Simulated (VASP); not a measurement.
A run of VASP 6.6.1 is set up as follows.

INCAR

```
SYSTEM = YHSe
  ALGO = Normal
  EDIFF = 1E-7
  ENCUT = 520
  ISIF = 2
  ISMEAR = 0
  LASPH = .TRUE.
  LCHARG = .FALSE.
  LREAL = .FALSE.
  LWAVE = .FALSE.
  NBANDS = 16
  NELM = 60
  PREC = Accurate
  SIGMA = 0.05
```

KPOINTS

```
k-points
0
G
  9 9 8
  0 0 0
```

File POSCAR:

```
YHSe
1.0
    3.8409313358      0.0000000000      0.0000000000
   -1.9204656679      3.3263441110      0.0000000000
    0.0000000000      0.0000000000      3.9155495600
Y H Se
1 1 1
Direct
    0.0000000000      0.0000000000      0.0000000000
    0.3333333333      0.6666666667      0.0000000000
    0.6666666667      0.3333333333      0.5000000000
```

Potentials or basis: VASP PAW LDA potentials, release 64 (Y_sv, H, Se).

Command:

```bash
$ cat potpaw_LDA.64/Y_sv/POTCAR potpaw_LDA.64/H/POTCAR potpaw_LDA.64/Se/POTCAR > POTCAR
$ mpirun -np 1 vasp_std > vasp.out
```

Task: Estimate the band gap on the k mesh.

Result: 1.36 eV (least direct gap 1.73 eV).

Task: Estimate the pressure.

Result: -5.5 GPa.

Stress tensor (GPa, compression positive):
```
-5.29  0.00  0.00
 0.00 -5.29  0.00
 0.00  0.00 -6.02
```

Caveat: the cell stands under tension; an odd mesh through Γ misses points on the zone boundary, where band edges can lie.
